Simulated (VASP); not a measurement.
# Be in VASP: further runs, part 2 of 2

VASP 6.6.1.

**5. Single point, PBE (volume scaled by 1.03)**

INCAR reads:

```
SYSTEM = Be
ALGO     = Normal         ! electronic algorithm
EDIFF    = 1E-7           ! SCF threshold, eV
ENCUT    = 520            ! plane-wave cutoff, eV
GGA      = PE             ! functional
ISIF     = 2              ! what is computed and relaxed
ISMEAR   = -1             ! smearing method
LASPH    = .TRUE.         ! aspherical terms in the spheres
LCHARG   = .FALSE.        ! write CHGCAR
LREAL    = .FALSE.        ! projectors in reciprocal space
LWAVE    = .FALSE.        ! write WAVECAR
NBANDS   = 7              ! bands
NELM     = 60             ! most SCF steps
PREC     = Accurate       ! precision mode
SIGMA    = 0.03           ! smearing width, eV
```

KPOINTS reads:

```
k-points
0
G
  23 23 23
  0 0 0
```

POSCAR reads:

```
Be
1.0
   -1.2655288964      1.2655288964      1.2655288964
    1.2655288964     -1.2655288964      1.2655288964
    1.2655288964      1.2655288964     -1.2655288964
Be
1
Direct
    0.0000000000      0.0000000000      0.0000000000
```

Potentials or basis: VASP PAW PBE potentials, release 64 (Be).

Run with:

```bash
cat potpaw_PBE.64/Be/POTCAR > POTCAR
mpirun -np 1 vasp_std > vasp.out
```

OUTCAR:

```text
SYSTEM = Be
   EDIFF = 1E-7
   ENCUT = 520
   GGA = PE
   ISIF = 2
   ISMEAR = -1
   LASPH = .TRUE.
   LREAL = .FALSE.
   NELM = 60
   PREC = Accurate

 ion  position               nearest neighbor table
   1  0.000  0.000  0.000-

  LATTYP: Found a body centered cubic cell.
 ALAT       =     2.5310577928

  Lattice vectors:

 A1 = (  -1.2655288964,   1.2655288964,   1.2655288964)
 A2 = (   1.2655288964,  -1.2655288964,   1.2655288964)
 A3 = (   1.2655288964,   1.2655288964,  -1.2655288964)

Analysis of symmetry for initial positions (statically):
=====================================================================
 Subroutine PRICEL returns:
 Original cell was already a primitive cell.

 Routine SETGRP: Setting up the symmetry group for a
 body centered cubic supercell.

 Subroutine GETGRP returns: Found 48 space group operations
 (whereof 48 operations were pure point group operations)
 out of a pool of 48 trial point group operations.

The static configuration has the point symmetry O_h .

Analysis of symmetry for dynamics (positions and initial velocities):
=====================================================================
 Subroutine PRICEL returns:
 Original cell was already a primitive cell.

 Routine SETGRP: Setting up the symmetry group for a
 body centered cubic supercell.

 Subroutine GETGRP returns: Found 48 space group operations
 (whereof 48 operations were pure point group operations)
 out of a pool of 48 trial point group operations.

The dynamic configuration has the point symmetry O_h .

 Subroutine INISYM returns: Found 48 space group operations
 (whereof 48 operations are pure point group operations),
 and found     1 'primitive' translations

----------------------------------------------------------------------------------------

                                     Primitive cell

  volume of cell :       8.1073

  direct lattice vectors                    reciprocal lattice vectors
    -1.265528896  1.265528896  1.265528896     0.000000000  0.395091729  0.395091729
     1.265528896 -1.265528896  1.265528896     0.395091729  0.000000000  0.395091729
     1.265528896  1.265528896 -1.265528896     0.395091729  0.395091729  0.000000000

  length of vectors
     2.191960347  2.191960347  2.191960347     0.558744082  0.558744082  0.558744082

  position of ions in fractional coordinates (direct lattice)
     0.000000000  0.000000000  0.000000000

  ion indices of the primitive-cell ions
   primitive index   ion index
                 1           1

----------------------------------------------------------------------------------------

 KPOINTS: k-points

Automatic generation of k-mesh.
 Grid dimensions read from file:
 generate k-points for:   23   23   23

 Generating k-lattice:

  Cartesian coordinates                     Fractional coordinates (reciprocal lattice)
     0.000000000  0.017177901  0.017177901     0.043478261  0.000000000  0.000000000
     0.017177901  0.000000000  0.017177901     0.000000000  0.043478261  0.000000000
     0.017177901  0.017177901  0.000000000     0.000000000  0.000000000  0.043478261

  Length of vectors
     0.024293221  0.024293221  0.024293221

  Shift w.r.t. Gamma in fractional coordinates (k-lattice)
     0.000000000  0.000000000  0.000000000

 Subroutine IBZKPT returns following result:
 ===========================================

 Found    364 irreducible k-points:

 Following reciprocal coordinates:
            Coordinates               Weight
  0.000000  0.000000  0.000000      1.000000
  0.043478  0.000000  0.000000     12.000000
  0.086957  0.000000  0.000000     12.000000
  0.130435  0.000000  0.000000     12.000000
  0.173913  0.000000  0.000000     12.000000
  0.217391  0.000000  0.000000     12.000000
[... 16 lines left out ...]
  0.478261  0.043478  0.000000     24.000000
  0.086957  0.086957  0.000000     24.000000
 [... further k-points ...]
   k-points           NKPTS =    364   k-points in BZ     NKDIM =    364   number of bands    NBANDS=      7
   number of dos      NEDOS =    301   number of ions     NIONS =      1
   total plane-waves  NPLWV =   4096
   dimension x,y,z NGX =    16 NGY =   16 NGZ =   16
   dimension x,y,z NGXF=    32 NGYF=   32 NGZF=   32
   ions per type =               1
   NGX,Y,Z   is equivalent  to a cutoff of  12.13, 12.13, 12.13 a.u.
   NGXF,Y,Z  is equivalent  to a cutoff of  24.27, 24.27, 24.27 a.u.
 SYSTEM =  Be
   PREC   = accura    normal or accurate (medium, high low for compatibility)
   ISTART =      0    job   : 0-new  1-cont  2-samecut
   ICHARG =      2    charge: 1-file 2-atom 10-const
   ISPIN  =      1    spin polarized calculation?
   LNONCOLLINEAR =      F non collinear calculations
   LSORBIT =      F    spin-orbit coupling
   LASPH  =      T    aspherical Exc in radial PAW
   ENCUT  =  520.0 eV  38.22 Ry    6.18 a.u.   4.08  4.08  4.08*2*pi/ulx,y,z
   NELM   =     60;   NELMIN=  2; NELMDL= -5     # of ELM steps
   EDIFF  = 0.1E-06   stopping-criterion for ELM
   LREAL  =      F    real-space projection
   EDIFFG = 0.1E-05   stopping-criterion for IOM
   NSW    =      0    number of steps for IOM
   IBRION =     -1    ionic relax: 0-MD 1-quasi-New 2-CG
   NFREE  =      0    steps in history (QN), initial steepest desc. (CG)
   ISIF   =      2    stress and relaxation
   ISYM   =      2    0-nonsym 1-usesym 2-fastsym
   POTIM  = 0.5000    time-step for ionic-motion
   TEBEG  =    0.0;   TEEND  =   0.0 temperature during run
   PSTRESS=    0.0 pullay stress
   NELECT =       2.0000    total number of electrons
   NUPDOWN=      -1.0000    fix difference up-down
   EMIN   =  10.00;   EMAX   =-10.00  energy-range for DOS
   EFERMI =   0.00;   METHOD = LEGACY
   ISMEAR =    -1;   SIGMA  =   0.03  broadening in eV -4-tet -1-fermi 0-gaus
   EFERMI_NEDOS =   21; number of points for ismear=-14 and -15
   IALGO  =     38    algorithm
   IMIX   =      4    mixing-type and parameters
     AMIX     =   0.40;   BMIX     =  1.00
     AMIX_MAG =   1.60;   BMIX_MAG =  1.00
  volume/ion in A,a.u.               =       8.11        54.71
  Fermi-wavevector in a.u.,A,eV,Ry     =   1.026738  1.940253 14.343125  1.054190
  Thomas-Fermi vector in A             =   2.160646
   LORBIT       =      0    0 simple, 1 ext, 2 COOP (PROOUT), +10 PAW based schemes
   GGA     = PE    functional components
   LHFCALC =     F    Hartree Fock is set to
   AEXX    =    0.0000 exact exchange contribution
   IVDW    =     0    specifies the selected vdW correction
   LEPSILON=     F    determine dielectric tensor
   LRPA    =     F    only Hartree local field effects (RPA)
 non-spin polarized calculation
  energy-cutoff  :      520.00
  volume of cell :        8.11
 maximum number of plane-waves:       236
   NGX =  9   NGY =  9   NGZ =  9

 number of electron       2.0000000 magnetization

 Free energy of the ion-electron system (eV)
  ---------------------------------------------------
  ext. energy  EPLUGINS =         0.00000000
  ---------------------------------------------------
  free energy    TOTEN  =        -3.66196473 eV

  energy without entropy =       -3.66135231  energy(sigma->0) =       -3.66165852

 E-fermi :   7.7141     XC(G=0): -10.5301

 val. band max:        7.6747861399   @ k =   0.3043   0.2609   0.0870
 cond. band min:       7.7463347997   @ k =  -0.4348   0.4348   0.3913
 fundamental gap:      0.0715486599
 Fermi energy:         7.7141099573

 k-point     1 :       0.0000    0.0000    0.0000
  band No.  band energies     occupation
      1      -4.3928      2.00000
      2      26.5418      0.00000
      3      26.5418      0.00000
      4      26.5418      0.00000
      5      37.7890      0.00000
      6      37.7890      0.00000
      7      37.7890      0.00000

 k-point     2 :       0.0435    0.0000    0.0000
  band No.  band energies     occupation
      1      -4.3272      2.00000
      2      26.2249      0.00000
      3      26.2767      0.00000
      4      26.4667      0.00000
      5      36.8870      0.00000
      6      36.9290      0.00000
      7      38.2250      0.00000
[... 201 lines left out ...]
 k-point    23 :       0.4783    0.0435    0.0000
  band No.  band energies     occupation
      1       2.6345      2.00000
      2       7.9683      0.00042
      3      19.4156      0.00000
      4      22.2190      0.00000
      5      28.4503      0.00000
      6      33.3650      0.00000
      7      43.1828      0.00000

 k-point    24 :       0.0870    0.0870    0.0000
  band No.  band energies     occupation
      1      -3.6045      2.00000
      2      23.4416      0.00000
      3      23.6496      0.00000
      4      25.2701      0.00000
      5      33.2871      0.00000
      6      33.8346      0.00000
      7      37.9620      0.00000

 [... further k-points ...]
[... 5 lines left out ...]
  --------------------------------------------------------------------------------------
  -------------------------------------------------------------------------------------
  Total       -0.2097048     -0.2097048     -0.2097048      0.0000000      0.0000000     -0.0000000
  in kB      -41.4421960    -41.4421960    -41.4421960      0.0000000      0.0000000     -0.0000000
  external PRESSURE =     -41.4421960 kB  Pullay stress =       0.0000000 kB

 VOLUME and BASIS-vectors are now :
 -----------------------------------------------------------------------------
  energy-cutoff  :      520.00
  volume of cell :        8.11
      direct lattice vectors                 reciprocal lattice vectors
    -1.265528896  1.265528896  1.265528896     0.000000000  0.395091729  0.395091729
     1.265528896 -1.265528896  1.265528896     0.395091729  0.000000000  0.395091729
     1.265528896  1.265528896 -1.265528896     0.395091729  0.395091729  0.000000000

 POSITION                                       TOTAL-FORCE (eV/Angst)
 -----------------------------------------------------------------------------------
      0.00000      0.00000      0.00000         0.000000      0.000000      0.000000
 -----------------------------------------------------------------------------------
    total drift:                                0.000000     -0.000000     -0.000000

  FREE ENERGIE OF THE ION-ELECTRON SYSTEM (eV)
  ---------------------------------------------------
  free  energy   TOTEN  =        -3.6619647344 eV

  energy  without entropy=       -3.6613523139  energy(sigma->0) =       -3.66165852
```

It took 19 s on 1 thread of AMD EPYC 7R13, shared host; peak memory 0.09 GiB.

Results:

- Free energy: -3.6620 eV
- Pressure: -4.1 GPa
- Band gap on the k mesh: zero (band 1 reaches 11.13 eV, above the bottom of band 2 at 6.40 eV)

Levels at points of the mesh, in eV from the Fermi level:
| k point | band 1 | band 2 | band 3 | band 4 |
| --- | --- | --- | --- | --- |
| (0.00, 0.00, 0.00) | -12.11 | 18.83 | 18.83 | 18.83 |

**6. Single point, PBE (volume scaled by 1.06)**

INCAR reads:

```
PREC = Accurate
ENCUT = 520
EDIFF = 1E-7
ISMEAR = -1
SIGMA = 0.03
LREAL = False
LASPH = True
NELM = 100
ALGO = Normal
ISIF = 2
LWAVE = False
LCHARG = False
GGA = PE
NBANDS = 7
```

KPOINTS reads:

```
Automatic mesh
0
Gamma
  23 23 23
```

POSCAR reads:

```
Be
1.0
   -1.2776981900      1.2776981900      1.2776981900
    1.2776981900     -1.2776981900      1.2776981900
    1.2776981900      1.2776981900     -1.2776981900
Be
1
Direct
    0.0000000000      0.0000000000      0.0000000000
```

Potentials or basis: VASP PAW PBE potentials, release 64 (Be).

Run with:

```bash
cat potpaw_PBE.64/Be/POTCAR > POTCAR
mpirun -np 1 vasp_std > vasp.out
```

Run time: 21 s. Hardware: 1 thread of AMD EPYC 7R13, shared host; peak memory 0.09 GiB.

It converged, with:

- Free energy: -3.6536 eV
- Pressure: -7.2 GPa
- Band gap on the k mesh: zero (band 1 reaches 10.81 eV, above the bottom of band 2 at 6.19 eV)

Levels at points of the mesh, in eV from the Fermi level:
```
           k point  band 1  band 2  band 3  band 4  band 5
(0.00, 0.00, 0.00)  -11.94   18.38   18.38   18.38   29.53
```

**7. The runs side by side**

| cell | gap on the mesh (eV) | pressure (GPa) |
| --- | --- | --- |
| a = 2.156 Å, angles 109.7, 109.7, 108.9°, 1 atom | none | 1.8 |
| a = 2.127 Å, angles 109.5°, 1 atom | none | 7.6 |
| a = 2.149 Å, angles 109.5°, 1 atom | none | 3.2 |
| a = 2.192 Å, angles 109.5°, 1 atom | none | -4.1 |
| a = 2.213 Å, angles 109.5°, 1 atom | none | -7.2 |

Alike in all rows: task single point; level PBE; potentials or basis VASP PAW PBE potentials, release 64 (Be); no spin polarisation; k mesh 23 × 23 × 23; cutoff (eV) 520; smearing fermi-dirac 0.03 eV.

Absolute energies hang on the potentials; compare differences alone.
